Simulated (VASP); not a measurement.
# Cu (Fm-3m) in VASP: relaxation of cell and atoms with LDA

Aim: the relaxation of cell and atoms of Cu with LDA.

Program: VASP 6.6.1. These are calculated values, not measurements. Logs are shortened: lines on timing, memory, paths and dates and some standing lists are left out, and cuts for length are marked.

## Step 1: The cell of the first run

Symmetry: Fm-3m, No. 225, cubic system. Conventional cell: a = 3.615 Å, b = 3.615 Å, c = 3.615 Å, α = 90.00°, β = 90.00°, γ = 90.00°. Within 3.4 Å of Cu (site symmetry m-3m) lie 12 Cu at 2.56 Å.

## Step 2: Relaxation of cell and atoms, LDA

File INCAR:

```
  PREC = Accurate
  ENCUT = 820
  EDIFF = 1E-7
  ISMEAR = 0
  SIGMA = 0.05
  LREAL = F
  LASPH = T
  NELM = 120
  ALGO = Normal
  ISIF = 3
  LWAVE = F
  LCHARG = F
  GGA = CA
  IBRION = 2
  NSW = 60
  EDIFFG = -0.01
  GGA_COMPAT = F
  NELMIN = 4
```

File KPOINTS:

```
Automatic mesh
0
Gamma
  8 8 8
```

File POSCAR:

```
Cu
1.0
    0.0000000000      1.8075000000      1.8075000000
    1.8075000000      0.0000000000      1.8075000000
    1.8075000000      1.8075000000      0.0000000000
Cu
1
Direct
    0.0000000000      0.0000000000      0.0000000000
```

Potentials or basis: VASP PAW LDA potentials, release 64 (Cu_sv_GW).

Started as:

```console
cat potpaw_LDA.64/Cu_sv_GW/POTCAR > POTCAR
mpirun -np 1 vasp_std > vasp.out
```

OUTCAR:

```text
PREC = Accurate
   ENCUT = 820
   EDIFF = 1E-7
   ISMEAR = 0
   LREAL = F
   LASPH = T
   NELM = 120
   ISIF = 3
   GGA = CA
   IBRION = 2
   NSW = 60
   EDIFFG = -0.01
   NELMIN = 4

 ion  position               nearest neighbor table
   1  0.000  0.000  0.000-

  LATTYP: Found a face centered cubic cell.
 ALAT       =     3.6150000000

  Lattice vectors:

 A1 = (   0.0000000000,   1.8075000000,   1.8075000000)
 A2 = (   1.8075000000,   0.0000000000,   1.8075000000)
 A3 = (   1.8075000000,   1.8075000000,   0.0000000000)

Analysis of symmetry for initial positions (statically):
=====================================================================
 Subroutine PRICEL returns:
 Original cell was already a primitive cell.

 Routine SETGRP: Setting up the symmetry group for a
 face centered cubic supercell.

 Subroutine GETGRP returns: Found 48 space group operations
 (whereof 48 operations were pure point group operations)
 out of a pool of 48 trial point group operations.

The static configuration has the point symmetry O_h .

Analysis of symmetry for dynamics (positions and initial velocities):
=====================================================================
 Subroutine PRICEL returns:
 Original cell was already a primitive cell.

 Routine SETGRP: Setting up the symmetry group for a
 face centered cubic supercell.

 Subroutine GETGRP returns: Found 48 space group operations
 (whereof 48 operations were pure point group operations)
 out of a pool of 48 trial point group operations.

The dynamic configuration has the point symmetry O_h .

 Subroutine INISYM returns: Found 48 space group operations
 (whereof 48 operations are pure point group operations),
 and found     1 'primitive' translations

----------------------------------------------------------------------------------------

                                     Primitive cell

  volume of cell :      11.8104

  direct lattice vectors                    reciprocal lattice vectors
     0.000000000  1.807500000  1.807500000    -0.276625173  0.276625173  0.276625173
     1.807500000  0.000000000  1.807500000     0.276625173 -0.276625173  0.276625173
     1.807500000  1.807500000  0.000000000     0.276625173  0.276625173 -0.276625173

  length of vectors
     2.556191014  2.556191014  2.556191014     0.479128854  0.479128854  0.479128854

  position of ions in fractional coordinates (direct lattice)
     0.000000000  0.000000000  0.000000000

  ion indices of the primitive-cell ions
   primitive index   ion index
                 1           1

----------------------------------------------------------------------------------------

 KPOINTS: Automatic mesh

Automatic generation of k-mesh.
 Grid dimensions read from file:
 generate k-points for:    8    8    8

 Generating k-lattice:

  Cartesian coordinates                     Fractional coordinates (reciprocal lattice)
    -0.034578147  0.034578147  0.034578147     0.125000000  0.000000000  0.000000000
     0.034578147 -0.034578147  0.034578147     0.000000000  0.125000000  0.000000000
     0.034578147  0.034578147 -0.034578147     0.000000000  0.000000000  0.125000000

  Length of vectors
     0.059891107  0.059891107  0.059891107

  Shift w.r.t. Gamma in fractional coordinates (k-lattice)
     0.000000000  0.000000000  0.000000000

 Subroutine IBZKPT returns following result:
 ===========================================

 Found     29 irreducible k-points:

 Following reciprocal coordinates:
            Coordinates               Weight
  0.000000  0.000000  0.000000      1.000000
  0.125000  0.000000  0.000000      8.000000
  0.250000  0.000000  0.000000      8.000000
  0.375000  0.000000  0.000000      8.000000
  0.500000  0.000000  0.000000      4.000000
  0.125000  0.125000  0.000000      6.000000
[... 16 lines left out ...]
  0.500000  0.250000  0.125000     48.000000
 -0.375000  0.250000  0.125000     24.000000
 [... further k-points ...]
   k-points           NKPTS =     29   k-points in BZ     NKDIM =     29   number of bands    NBANDS=     13
   number of dos      NEDOS =    301   number of ions     NIONS =      1
   total plane-waves  NPLWV =  13824
   dimension x,y,z NGX =    24 NGY =   24 NGZ =   24
   dimension x,y,z NGXF=    48 NGYF=   48 NGZF=   48
   ions per type =               1
   NGX,Y,Z   is equivalent  to a cutoff of  15.61, 15.61, 15.61 a.u.
   NGXF,Y,Z  is equivalent  to a cutoff of  31.22, 31.22, 31.22 a.u.
 SYSTEM =  unknown system
   PREC   = accura    normal or accurate (medium, high low for compatibility)
   ISTART =      0    job   : 0-new  1-cont  2-samecut
   ICHARG =      2    charge: 1-file 2-atom 10-const
   ISPIN  =      1    spin polarized calculation?
   LNONCOLLINEAR =      F non collinear calculations
   LSORBIT =      F    spin-orbit coupling
   LASPH  =      T    aspherical Exc in radial PAW
   ENCUT  =  820.0 eV  60.27 Ry    7.76 a.u.   5.97  5.97  5.97*2*pi/ulx,y,z
   NELM   =    120;   NELMIN=  4; NELMDL= -5     # of ELM steps
   EDIFF  = 0.1E-06   stopping-criterion for ELM
   LREAL  =      F    real-space projection
   EDIFFG = -.1E-01   stopping-criterion for IOM
   NSW    =     60    number of steps for IOM
   IBRION =      2    ionic relax: 0-MD 1-quasi-New 2-CG
   NFREE  =      1    steps in history (QN), initial steepest desc. (CG)
   ISIF   =      3    stress and relaxation
   ISYM   =      2    0-nonsym 1-usesym 2-fastsym
   POTIM  = 0.5000    time-step for ionic-motion
   TEBEG  =    0.0;   TEEND  =   0.0 temperature during run
   PSTRESS=    0.0 pullay stress
   NELECT =      19.0000    total number of electrons
   NUPDOWN=      -1.0000    fix difference up-down
   EMIN   =  10.00;   EMAX   =-10.00  energy-range for DOS
   EFERMI =   0.00;   METHOD = LEGACY
   ISMEAR =     0;   SIGMA  =   0.05  broadening in eV -4-tet -1-fermi 0-gaus
   EFERMI_NEDOS =   21; number of points for ismear=-14 and -15
   IALGO  =     38    algorithm
   IMIX   =      4    mixing-type and parameters
     AMIX     =   0.40;   BMIX     =  1.00
     AMIX_MAG =   1.60;   BMIX_MAG =  1.00
  volume/ion in A,a.u.               =      11.81        79.70
  Fermi-wavevector in a.u.,A,eV,Ry     =   1.918246  3.624960 50.064940  3.679669
  Thomas-Fermi vector in A             =   2.953290
   LORBIT       =      0    0 simple, 1 ext, 2 COOP (PROOUT), +10 PAW based schemes
   GGA     = CA    functional components
   LHFCALC =     F    Hartree Fock is set to
   AEXX    =    0.0000 exact exchange contribution
   IVDW    =     0    specifies the selected vdW correction
   LEPSILON=     F    determine dielectric tensor
   LRPA    =     F    only Hartree local field effects (RPA)
 conjugate gradient relaxation of ions
 non-spin polarized calculation
 Gauss-broadening in eV      SIGMA  =   0.05
  energy-cutoff  :      820.00
  volume of cell :       11.81
 maximum number of plane-waves:       638
   NGX = 11   NGY = 11   NGZ = 11

--------------------------------------- Ionic step        1  -------------------------------------------

 number of electron      19.0000008 magnetization

 Free energy of the ion-electron system (eV)
  ---------------------------------------------------
  ext. energy  EPLUGINS =         0.00000000
  ---------------------------------------------------
  free energy    TOTEN  =        -4.79283447 eV

  energy without entropy =       -4.79131771  energy(sigma->0) =       -4.79207609

------------------------ aborting loop because EDIFF is reached ----------------------------------------

  FORCE on cell =-STRESS in cart. coord.  units (eV):
  Direction    XX          YY          ZZ          XY          YZ          ZX
  --------------------------------------------------------------------------------------
  -------------------------------------------------------------------------------------
  Total       -0.9226935     -0.9226935     -0.9226935     -0.0000000     -0.0000000     -0.0000000
  in kB     -125.1708250   -125.1708250   -125.1708250     -0.0000000     -0.0000000     -0.0000000
  external PRESSURE =    -125.1708250 kB  Pullay stress =       0.0000000 kB

 VOLUME and BASIS-vectors are now :
 -----------------------------------------------------------------------------
  energy-cutoff  :      820.00
  volume of cell :       11.81
      direct lattice vectors                 reciprocal lattice vectors
     0.000000000  1.807500000  1.807500000    -0.276625173  0.276625173  0.276625173
     1.807500000  0.000000000  1.807500000     0.276625173 -0.276625173  0.276625173
     1.807500000  1.807500000  0.000000000     0.276625173  0.276625173 -0.276625173
[... 106 lines left out ...]
 POSITION                                       TOTAL-FORCE (eV/Angst)
 -----------------------------------------------------------------------------------
      3.52299      1.76150      1.76150        -0.000000     -0.000000      0.000000
 -----------------------------------------------------------------------------------
    total drift:                                0.000000      0.000000      0.000000

  FREE ENERGIE OF THE ION-ELECTRON SYSTEM (eV)
  ---------------------------------------------------
  free  energy   TOTEN  =        -4.8295786688 eV

  energy  without entropy=       -4.8280618774  energy(sigma->0) =       -4.82882027

--------------------------------------- Ionic step        5  -------------------------------------------

 number of electron      18.9999996 magnetization

 Free energy of the ion-electron system (eV)
  ---------------------------------------------------
  ext. energy  EPLUGINS =         0.00000000
  ---------------------------------------------------
  free energy    TOTEN  =        -4.82958525 eV

  energy without entropy =       -4.82806847  energy(sigma->0) =       -4.82882686

 E-fermi :   8.0948     XC(G=0): -14.3194

 val. band max:        8.0575489428   @ k =   0.5000   0.2500   0.1250
 cond. band min:       8.2619213318   @ k =   0.5000   0.1250   0.0000
 fundamental gap:      0.2043723890
 Fermi energy:         8.0948300878

 k-point     1 :       0.0000    0.0000    0.0000
  band No.  band energies     occupation
      1    -103.5144      2.00000
      2     -61.3903      2.00000
      3     -61.3903      2.00000
      4     -61.3903      2.00000
      5      -1.8361      2.00000
      6       4.8809      2.00000
      7       4.8809      2.00000
      8       4.8809      2.00000
      9       5.8360      2.00000
     10       5.8360      2.00000
     11      31.4616      0.00000
     12      34.5064      0.00000
     13      34.5064      0.00000

 k-point     2 :       0.1250    0.0000    0.0000
  band No.  band energies     occupation
      1    -103.5114      2.00000
      2     -61.4124      2.00000
      3     -61.3937      2.00000
      4     -61.3937      2.00000
      5      -1.2414      2.00000
      6       4.7537      2.00000
      7       4.9876      2.00000
      8       4.9876      2.00000
      9       5.8017      2.00000
     10       5.8017      2.00000
     11      27.7856      0.00000
[... 339 lines left out ...]
 k-point    24 :      -0.3750    0.2500    0.1250
  band No.  band energies     occupation
      1    -103.4898      2.00000
      2     -61.5201      2.00000
      3     -61.4514      2.00000
      4     -61.4253      2.00000
      5       3.4278      2.00000
      6       4.2022      2.00000
      7       4.7900      2.00000
      8       5.3949      2.00000
      9       6.4174      2.00000
     10      10.3437      0.00000
     11      12.7559      0.00000
     12      22.9704      0.00000
     13      23.4800      0.00000

 [... further k-points ...]

------------------------ aborting loop because EDIFF is reached ----------------------------------------

  FORCE on cell =-STRESS in cart. coord.  units (eV):
  Direction    XX          YY          ZZ          XY          YZ          ZX
  --------------------------------------------------------------------------------------
  -------------------------------------------------------------------------------------
  Total       -0.0056187     -0.0056187     -0.0056187      0.0000000      0.0000000      0.0000000
  in kB       -0.8221050     -0.8221050     -0.8221050      0.0000000      0.0000000      0.0000000
  external PRESSURE =      -0.8221050 kB  Pullay stress =       0.0000000 kB

 VOLUME and BASIS-vectors are now :
 -----------------------------------------------------------------------------
  energy-cutoff  :      820.00
  volume of cell :       10.95
      direct lattice vectors                 reciprocal lattice vectors
     0.000000000  1.762497424  1.762497424    -0.283688358  0.283688358  0.283688358
     1.762497424 -0.000000000  1.762497424     0.283688358 -0.283688358  0.283688358
     1.762497424  1.762497424 -0.000000000     0.283688358  0.283688358 -0.283688358

 POSITION                                       TOTAL-FORCE (eV/Angst)
 -----------------------------------------------------------------------------------
      0.00000      0.00000      0.00000         0.000000      0.000000      0.000000
 -----------------------------------------------------------------------------------
    total drift:                                0.000000     -0.000000     -0.000000

  FREE ENERGIE OF THE ION-ELECTRON SYSTEM (eV)
  ---------------------------------------------------
  free  energy   TOTEN  =        -4.8295852536 eV

  energy  without entropy=       -4.8280684676  energy(sigma->0) =       -4.82882686

 reached required accuracy - stopping structural energy minimisation
```

Run time: 30 s. Hardware: 1 thread of AMD EPYC 7R43 (Zen 3), shared host; peak memory 0.11 GiB.

What came out:

```
Free energy                           : -4.8296 eV
Relaxed volume                        : 10.95 Å³/atom
Relaxed cell                          : a = 2.493 Å, b = 2.493 Å, c = 2.493 Å, α = 60.00°, β = 60.00°, γ = 60.00°
Space group after relaxing (to 0.1 Å) : Fm-3m (No. 225)
Energy gained by relaxing             : 36.8 meV/atom
Ionic steps                           : 5
Pressure after relaxing               : -0.1 GPa
Band gap on the k mesh                : zero (an odd number of electrons rules out a gap without spin polarisation)
```

Step by step:
```csv
step,energy change (eV),largest force (eV/Å),pressure (GPa),volume (Å³)
1,0.0000,0.0000,-12.52,11.81
2,-0.0109,0.0000,13.61,10.30
3,-0.0368,0.0000,-0.17,10.95
4,-0.0367,0.0000,0.19,10.93
5,-0.0368,0.0000,-0.08,10.95
```

Final structure:
```cif
data_structure
_symmetry_space_group_name_H-M 'P 1'
_symmetry_Int_Tables_number 1
_cell_length_a 2.4925
_cell_length_b 2.4925
_cell_length_c 2.4925
_cell_angle_alpha 60.000
_cell_angle_beta 60.000
_cell_angle_gamma 60.000
_cell_volume 10.95
loop_
_atom_site_label
_atom_site_type_symbol
_atom_site_fract_x
_atom_site_fract_y
_atom_site_fract_z
_atom_site_occupancy
Cu1 Cu 0.00000 0.00000 0.00000 1
```

Caveat: the k points lie up to 0.39 Å⁻¹ apart in the final cell, too coarse for converged energies and pressures of a metal. Zero-point motion and thermal expansion aren't in these numbers.

The gap in the log of VASP goes by the Fermi energy; the results here count the filled bands.